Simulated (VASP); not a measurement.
Set up this calculation in VASP 6.6.1, as the native input.

```yaml
Task: single point
Functional: PBE
Potentials_or_basis: VASP PAW PBE potentials, release 64 (Cd, S)
Cutoff: 520 eV
k_mesh: 6 × 6 × 4
Occupations: gaussian, width 0.01 eV
Spin: no spin polarisation
Dipole_correction: no
Further_INCAR_settings: ALGO = Normal; EDIFF = 1e-06; NBANDS = 26
```

The structure of CdS lies in POSCAR:

```
CdS
1.0
    4.4085296290      0.0000000000      0.0000000000
   -2.2042648145      3.8178986521      0.0000000000
    0.0000000000      0.0000000000      5.7481182101
Cd S
2 2
Direct
    0.3333333333      0.6666666667      0.2500000000
    0.6666666667      0.3333333333      0.7500000000
    0.6666666667      0.3333333333      0.2500000000
    0.3333333333      0.6666666667      0.7500000000
```

One way to write it, as run:

INCAR

```
  PREC = Accurate
  ENCUT = 520
  EDIFF = 1E-6
  ISMEAR = 0
  SIGMA = 0.01
  LREAL = F
  LASPH = T
  NELM = 80
  ALGO = Normal
  ISIF = 2
  LWAVE = F
  LCHARG = F
  GGA = PE
  NBANDS = 26
```

KPOINTS

```
regular mesh
0
Gamma
  6 6 4
```

Potentials or basis: VASP PAW PBE potentials, release 64 (Cd, S).

Run with:

```sh
$ cat potpaw_PBE.64/Cd/POTCAR potpaw_PBE.64/S/POTCAR > POTCAR
$ mpirun -np 1 vasp_std > vasp.out
```

It gave:

```yaml
Pressure: 1.8 GPa
Band_gap_on_the_k_mesh: 0.99 eV, indirect (least direct gap 1.26 eV)
```

Run time: 33 s on 1 thread of Intel(R) Xeon(R) Platinum 8375C CPU @ 2.90GHz (Ice Lake), with other jobs on the host, peak memory 0.25 GiB.
